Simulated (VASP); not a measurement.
Wanted: the native input for a VASP 6.6.1 run.

* Task: single point
* Functional: PBE
* Dispersion: D3(BJ)
* Potentials or basis: VASP PAW PBE potentials, release 64 (Al, Se)
* Cutoff: 520 eV
* k mesh: 10 × 10 × 6
* Occupations: gaussian, width 0.1 eV
* Spin: no spin polarisation
* Dipole correction: no
* Further INCAR settings: ALGO = Normal; EDIFF = 1e-06; NBANDS = 22

The structure of AlSe4 lies in POSCAR:

```
AlSe4
1.0
    3.9895937438      0.0000000000      0.0000000000
    0.0000000000      3.9895937438      0.0000000000
    0.0000000000      0.0000000000      7.1726364632
Al Se
1 4
Direct
    0.5000000000      0.5000000000      0.0000000000
    0.0000000000      0.5000000000      0.7500407324
    0.5000000000      0.0000000000      0.7500407324
    0.0000000000      0.5000000000      0.2499592676
    0.5000000000      0.0000000000      0.2499592676
```

One way to write it, as run:

INCAR

```
PREC = Accurate
ENCUT = 520
EDIFF = 1E-6
ISMEAR = 0
SIGMA = 0.1
LREAL = False
LASPH = True
NELM = 100
ALGO = Normal
ISIF = 2
LWAVE = False
LCHARG = False
GGA = PE
IVDW = 12
NBANDS = 22
```

KPOINTS

```
Automatic mesh
0
Gamma
  10 10 6
```

Potentials or basis: VASP PAW PBE potentials, release 64 (Al, Se).

Run with:

```sh
$ cat potpaw_PBE.64/Al/POTCAR potpaw_PBE.64/Se/POTCAR > POTCAR
$ mpirun -np 1 vasp_std > vasp.out
```

It gave:

- Pressure: 0.1 GPa
- Largest force: 0.004 eV/Å
- Dispersion energy per atom: -0.347 eV

Run time: 2.1 min on 1 thread of Intel(R) Xeon(R) Platinum 8488C (Sapphire Rapids) (shared host), peak memory 0.33 GiB.
